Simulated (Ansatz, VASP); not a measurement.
## Two plane-wave programs on Ag

```xyz
4
Lattice="2.7345 -1.8073 0.0000 2.7345 1.8073 0.0000 0.0000 0.0000 7.3724" Properties=species:S:1:pos:R:3 pbc="T T T"
Ag    2.7345   -1.2651    0.8626
Ag    2.7345   -0.5422    4.5488
Ag    2.7345    1.2651    6.5098
Ag    2.7345    0.5422    2.8236
```

Alike in both runs: task relaxation of cell and atoms; functional PBEsol; k mesh 6 × 6 × 4; occupations gaussian, width 0.1 eV; no spin polarisation.

|  | VASP | Ansatz |
| --- | --- | --- |
| version | VASP 6.6.1 | Ansatz 0.2.0 |
| potentials or method | VASP PAW PBE potentials, release 64 (Ag), cutoff 600 eV | scalar-relativistic, plane waves, PAW |
| valence electrons in the cell | 44 | 76 |

```tsv
	VASP	Ansatz	Ansatz less VASP
gap on the k mesh at the Fermi level, each at its own relaxed structure (eV)	none	none	-
relaxed volume (Å³/atom)	16.66	16.69	+0.036
relaxed length of the cell vector where the two differ most in proportion (Å)	8.253	7.787	-0.4661
```

VASP's potentials were made for PBE, not for PBEsol. A gap of «none» marks a metal or a gap that the smearing closes. One of these differences is far larger than is usual between the two programs; its cause wasn't traced. VASP's potentials hold 44 valence electrons a cell and Ansatz's 76, so a difference there can come from the potentials and not from the codes.
